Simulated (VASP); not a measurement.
# PbS (R3m) in VASP: notebook, part 2 of 2

VASP 6.6.1. The steps go on from the part before.

### 5 Single point, r2SCAN

This run uses another cell than the first one, of 28.79 Å³/atom.

File POSCAR:

```
PbS
1.0
    2.1119725129      1.2193478988      3.7269333333
   -2.1119725129      1.2193478988      3.7269333333
    0.0000000000     -2.4386957977      3.7269333333
Pb S
1 1
Direct
    0.9781509158      0.9781509158      0.9781509158
    0.4774504142      0.4774504142      0.4774504142
```

File INCAR.step1:

```
SYSTEM = PbS
PREC = Accurate
ENCUT = 520
ISMEAR = 0
SIGMA = 0.05
LREAL = .False.
LASPH = .True.
NELM = 60
NBANDS = 17
GGA = PE
ALGO = Normal
EDIFF = 1E-4
LWAVE = .True.
LCHARG = .False.
```

File INCAR.step2:

```
SYSTEM = PbS
PREC = Accurate
ENCUT = 520
EDIFF = 1E-6
ISMEAR = 0
SIGMA = 0.05
LREAL = .False.
LASPH = .True.
NELM = 60
ALGO = Normal
ISIF = 2
LWAVE = .False.
LCHARG = .True.
METAGGA = R2SCAN
LMIXTAU = .True.
LELF = .True.
LVHAR = .True.
NBANDS = 17
ISTART = 1
```

File KPOINTS:

```
Automatic mesh
0
Gamma
  9 9 9
  0 0 0
```

Potentials or basis: VASP PAW PBE potentials, release 64 (Pb_d, S).

Run with:

```console
cat potpaw_PBE.64/Pb_d/POTCAR potpaw_PBE.64/S/POTCAR > POTCAR
cp INCAR.step1 INCAR
mpirun -np 1 vasp_std > vasp.out
cp INCAR.step2 INCAR
mpirun -np 1 vasp_std > vasp.out
```

OUTCAR:

```text
SYSTEM = PbS
   PREC = Accurate
   ENCUT = 520
   EDIFF = 1E-6
   ISMEAR = 0
   LREAL = .False.
   LASPH = .True.
   NELM = 60
   ISIF = 2
   METAGGA = R2SCAN
   ISTART = 1

 ion  position               nearest neighbor table
   1  0.978  0.978  0.978-   2 3.06   2 3.06   2 3.06   2 3.07   2 3.07   2 3.07
   2  0.477  0.477  0.477-   1 3.06   1 3.06   1 3.06   1 3.07   1 3.07   1 3.07

  LATTYP: Found a trigonal (rhomboedric) cell.
 ALAT       =     4.4539049456
 COS(alpha) =     0.5502981952

  Lattice vectors:
[... 670 lines left out ...]

  FORCE on cell =-STRESS in cart. coord.  units (eV):
  Direction    XX          YY          ZZ          XY          YZ          ZX
  --------------------------------------------------------------------------------------
  -------------------------------------------------------------------------------------
  Total       -0.9667534     -0.9667534     -2.2794280      0.0000000      0.0000000      0.0000000
  in kB      -26.8972284    -26.8972284    -63.4187520      0.0000000      0.0000000      0.0000000
  external PRESSURE =     -39.0710696 kB  Pullay stress =       0.0000000 kB

 VOLUME and BASIS-vectors are now :
 -----------------------------------------------------------------------------
  energy-cutoff  :      520.00
  volume of cell :       57.59
      direct lattice vectors                 reciprocal lattice vectors
     2.111972513  1.219347899  3.726933333     0.236745505  0.136685081  0.089439038
    -2.111972513  1.219347899  3.726933333    -0.236745505  0.136685081  0.089439038
     0.000000000 -2.438695798  3.726933333     0.000000000 -0.273370163  0.089439038

 POSITION                                       TOTAL-FORCE (eV/Angst)
 -----------------------------------------------------------------------------------
      0.00000     -0.00000     10.93651         0.000000     -0.000000      0.009774
      0.00000     -0.00000      5.33828         0.000000      0.000000     -0.009774
 -----------------------------------------------------------------------------------
    total drift:                               -0.000000     -0.000000     -0.000011

  FREE ENERGIE OF THE ION-ELECTRON SYSTEM (eV)
  ---------------------------------------------------
  free  energy   TOTEN  =       -65.5263431219 eV

  energy  without entropy=      -65.5263431219  energy(sigma->0) =      -65.52634312
```

OUTCAR.step1:

```text
SYSTEM = PbS
   PREC = Accurate
   ENCUT = 520
   ISMEAR = 0
   LREAL = .False.
   LASPH = .True.
[... 703 lines left out ...]
      0.00000     -0.00000     10.93651         0.000000     -0.000000      0.007937
      0.00000     -0.00000      5.33828         0.000000      0.000000     -0.007937
 -----------------------------------------------------------------------------------
    total drift:                               -0.000000     -0.000000      0.000051

  FREE ENERGIE OF THE ION-ELECTRON SYSTEM (eV)
  ---------------------------------------------------
  free  energy   TOTEN  =        -8.7076376396 eV

  energy  without entropy=       -8.7076376396  energy(sigma->0) =       -8.70763764
```

It took 3.3 min on 1 thread of Intel Xeon Platinum 8488C (Sapphire Rapids), shared host; peak memory 0.26 GiB.

What came out:

* Free energy: -65.5263 eV
* Pressure: -3.9 GPa
* Largest force: 0.010 eV/Å

Forces on the atoms (eV/Å):
```
Pb   0.000  0.000  0.010
S    0.000  0.000 -0.010
```

Levels at points of the mesh, in eV from the Fermi level:
| k point | band 7 | band 8 | band 9 | band 10 | band 11 | band 12 | band 13 | band 14 |
| --- | --- | --- | --- | --- | --- | --- | --- | --- |
| (0.00, 0.00, 0.00) | -6.69 | -2.53 | -1.97 | -1.97 | 4.90 | 4.90 | 4.98 | 6.49 |

Caveat: this odd mesh misses L, so gap, dielectric constants and Born charges aren't listed; the cell stands under tension; the PAW data sets were made with another functional, which shifts forces and pressure a little; spin-orbit coupling is left out, which moves the levels of the heavy elements.

### 6 Single point, r2SCAN

This run uses another cell than the first one, of 29.30 Å³/atom.

File POSCAR:

```
PbS
1.0
    2.2598000000      1.3046961383      3.3128333333
   -2.2598000000      1.3046961383      3.3128333333
    0.0000000000     -2.6093922766      3.3128333333
Pb S
1 1
Direct
    0.9781509158      0.9781509158      0.9781509158
    0.4774504142      0.4774504142      0.4774504142
```

File INCAR.step1:

```
PREC     = Accurate       # precision mode
ENCUT    = 520            # plane-wave cutoff, eV
ISMEAR   = 0              # smearing method
SIGMA    = 0.05           # smearing width, eV
LREAL    = False          # projectors in reciprocal space
LASPH    = True           # aspherical terms in the spheres
NELM     = 100            # most SCF steps
NBANDS   = 17             # bands
GGA      = PE             # functional
ALGO     = Normal         # electronic algorithm
EDIFF    = 1E-4           # SCF threshold, eV
LWAVE    = True           # write WAVECAR
LCHARG   = False          # write CHGCAR
```

File INCAR.step2:

```
PREC     = Accurate       # precision mode
ENCUT    = 520            # plane-wave cutoff, eV
EDIFF    = 1E-6           # SCF threshold, eV
ISMEAR   = 0              # smearing method
SIGMA    = 0.05           # smearing width, eV
LREAL    = False          # projectors in reciprocal space
LASPH    = True           # aspherical terms in the spheres
NELM     = 100            # most SCF steps
ALGO     = Normal         # electronic algorithm
ISIF     = 2              # what is computed and relaxed
LWAVE    = False          # write WAVECAR
LCHARG   = False          # write CHGCAR
METAGGA  = R2SCAN         # meta-GGA
LMIXTAU  = True         
NBANDS   = 17             # bands
ISTART   = 1
```

File KPOINTS:

```
Automatic mesh
0
Gamma
  9 9 9
```

Potentials or basis: VASP PAW PBE potentials, release 64 (Pb_d, S).

Run with:

```console
cat potpaw_PBE.64/Pb_d/POTCAR potpaw_PBE.64/S/POTCAR > POTCAR
cp INCAR.step1 INCAR
mpirun -np 1 vasp_std > vasp.out
cp INCAR.step2 INCAR
mpirun -np 1 vasp_std > vasp.out
```

Wall time 2.4 min (1 thread of Intel Xeon Platinum 8488C (Sapphire Rapids), shared host); peak memory 0.24 GiB.

The run converged. Its results:

| Item | Value |
| --- | --- |
| Free energy | -65.4786 eV |
| Pressure | -4.7 GPa |

Stress tensor (GPa, compression positive):
```
-5.98  0.00  0.00
 0.00 -5.98  0.00
 0.00  0.00 -2.07
```

Levels at points of the mesh, in eV from the Fermi level:
| k point | band 6 | band 7 | band 8 | band 9 | band 10 | band 11 | band 12 | band 13 | band 14 | band 15 |
| --- | --- | --- | --- | --- | --- | --- | --- | --- | --- | --- |
| (0.00, 0.00, 0.00) | -13.28 | -6.52 | -2.04 | -2.04 | -1.40 | 4.96 | 5.19 | 5.19 | 6.89 | 6.89 |

Caveat: this odd mesh misses L, so gap, dielectric constants and Born charges aren't listed; the cell stands under tension; the PAW data sets were made with another functional, which shifts forces and pressure a little; spin-orbit coupling is left out, which moves the levels of the heavy elements.

### 7 Single point, r2SCAN

This run uses another cell than the first one, of 29.86 Å³/atom.

File POSCAR:

```
PbS
1.0
    2.1119725129      1.2193478988      3.8649666667
   -2.1119725129      1.2193478988      3.8649666667
    0.0000000000     -2.4386957977      3.8649666667
Pb S
1 1
Direct
    0.9781509158      0.9781509158      0.9781509158
    0.4774504142      0.4774504142      0.4774504142
```

File INCAR.step1:

```
  PREC = Accurate
  ENCUT = 520
  ISMEAR = 0
  SIGMA = 0.05
  LREAL = F
  LASPH = T
  NELM = 60
  NBANDS = 17
  GGA = PE
  ALGO = Normal
  EDIFF = 1E-4
  LWAVE = T
  LCHARG = F
```

File INCAR.step2:

```
  PREC = Accurate
  ENCUT = 520
  EDIFF = 1E-6
  ISMEAR = 0
  SIGMA = 0.05
  LREAL = F
  LASPH = T
  NELM = 60
  ALGO = Normal
  ISIF = 2
  LWAVE = F
  LCHARG = F
  METAGGA = R2SCAN
  LMIXTAU = T
  NBANDS = 17
  ISTART = 1
```

File KPOINTS:

```
regular mesh
0
Gamma
  9 9 9
```

Potentials or basis: VASP PAW PBE potentials, release 64 (Pb_d, S).

Run with:

```console
cat potpaw_PBE.64/Pb_d/POTCAR potpaw_PBE.64/S/POTCAR > POTCAR
cp INCAR.step1 INCAR
mpirun -np 1 vasp_std > vasp.out
cp INCAR.step2 INCAR
mpirun -np 1 vasp_std > vasp.out
```

OUTCAR:

```text
PREC = Accurate
   ENCUT = 520
   EDIFF = 1E-6
   ISMEAR = 0
   LREAL = F
   LASPH = T
   NELM = 60
   ISIF = 2
   METAGGA = R2SCAN
   ISTART = 1

 ion  position               nearest neighbor table
   1  0.978  0.978  0.978-   2 3.11   2 3.11   2 3.11   2 3.12   2 3.12   2 3.12
   2  0.477  0.477  0.477-   1 3.11   1 3.11   1 3.11   1 3.12   1 3.12   1 3.12

  LATTYP: Found a trigonal (rhomboedric) cell.
 ALAT       =     4.5700333181
 COS(alpha) =     0.5728624166

[... 668 lines left out ...]
 [... further k-points ...]

------------------------ aborting loop because EDIFF is reached ----------------------------------------

  FORCE on cell =-STRESS in cart. coord.  units (eV):
  Direction    XX          YY          ZZ          XY          YZ          ZX
  --------------------------------------------------------------------------------------
  -------------------------------------------------------------------------------------
  Total       -1.2999010     -1.2999010     -3.3802678      0.0000000      0.0000000      0.0000000
  in kB      -34.8744988    -34.8744988    -90.6877835      0.0000000      0.0000000      0.0000000
  external PRESSURE =     -53.4789270 kB  Pullay stress =       0.0000000 kB

 VOLUME and BASIS-vectors are now :
 -----------------------------------------------------------------------------
  energy-cutoff  :      520.00
  volume of cell :       59.72
      direct lattice vectors                 reciprocal lattice vectors
     2.111972513  1.219347899  3.864966667     0.236745505  0.136685081  0.086244815
    -2.111972513  1.219347899  3.864966667    -0.236745505  0.136685081  0.086244815
     0.000000000 -2.438695798  3.864966667     0.000000000 -0.273370163  0.086244815

 POSITION                                       TOTAL-FORCE (eV/Angst)
 -----------------------------------------------------------------------------------
      0.00000     -0.00000     11.34156         0.000000     -0.000000      0.016409
      0.00000     -0.00000      5.53599         0.000000      0.000000     -0.016409
 -----------------------------------------------------------------------------------
    total drift:                               -0.000000     -0.000000     -0.000062

  FREE ENERGIE OF THE ION-ELECTRON SYSTEM (eV)
  ---------------------------------------------------
  free  energy   TOTEN  =       -65.4242894301 eV

  energy  without entropy=      -65.4242894301  energy(sigma->0) =      -65.42428943
```

OUTCAR.step1:

```text
PREC = Accurate
   ENCUT = 520
   ISMEAR = 0
   LREAL = F
   LASPH = T
[... 702 lines left out ...]
 -----------------------------------------------------------------------------------
      0.00000     -0.00000     11.34156         0.000000     -0.000000      0.014098
      0.00000     -0.00000      5.53599         0.000000      0.000000     -0.014098
 -----------------------------------------------------------------------------------
    total drift:                               -0.000000     -0.000000     -0.000069

  FREE ENERGIE OF THE ION-ELECTRON SYSTEM (eV)
  ---------------------------------------------------
  free  energy   TOTEN  =        -8.6205474932 eV

  energy  without entropy=       -8.6205474931  energy(sigma->0) =       -8.62054749
```

Wall time 4.1 min (1 thread of Intel Xeon Platinum 8488C (Sapphire Rapids), shared host); peak memory 0.27 GiB.

What came out:

| Quantity | Value |
| --- | --- |
| Free energy | -65.4243 eV |
| Pressure | -5.3 GPa |
| Largest force | 0.016 eV/Å |

Forces in eV/Å, atoms in the order of the input:
```
Pb   0.000  0.000  0.016
S    0.000  0.000 -0.016
```

Levels at points of the mesh, in eV from the Fermi level:
| k point | band 7 | band 8 | band 9 | band 10 | band 11 | band 12 | band 13 | band 14 |
| --- | --- | --- | --- | --- | --- | --- | --- | --- |
| (0.00, 0.00, 0.00) | -6.83 | -2.53 | -1.71 | -1.71 | 4.77 | 4.77 | 4.89 | 6.37 |

Caveat: this odd mesh misses L, so gap, dielectric constants and Born charges aren't listed; the cell stands under tension; the PAW data sets were made with another functional, which shifts forces and pressure a little; spin-orbit coupling is left out, which moves the levels of the heavy elements.

### 8 Summary

| cell | pressure (GPa) | largest force (eV/Å) |
| --- | --- | --- |
| a = 4.182 Å, angles 63.8°, 2 atoms | -2.8 | - |
| a = 4.110 Å, angles 66.7°, 2 atoms | -3.1 | - |
| a = 4.540 Å, angles 54.0°, 2 atoms | -3.7 | 0.02 |
| a = 4.454 Å, angles 56.6°, 2 atoms | -3.9 | 0.01 |
| a = 4.217 Å, angles 64.8°, 2 atoms | -4.7 | - |
| a = 4.570 Å, angles 55.0°, 2 atoms | -5.3 | 0.02 |

Alike in all rows: task single point; level r2SCAN; potentials or basis VASP PAW PBE potentials, release 64 (Pb_d, S); no spin polarisation; k mesh 9 × 9 × 9; cutoff (eV) 520; smearing gaussian 0.05 eV.

Caveats: the PAW data sets were made with another functional, which shifts forces and pressure a little; spin-orbit coupling is left out, which moves the levels of the heavy elements; the cell stands under tension (at least some runs).

Absolute energies hang on the potentials; compare differences alone.
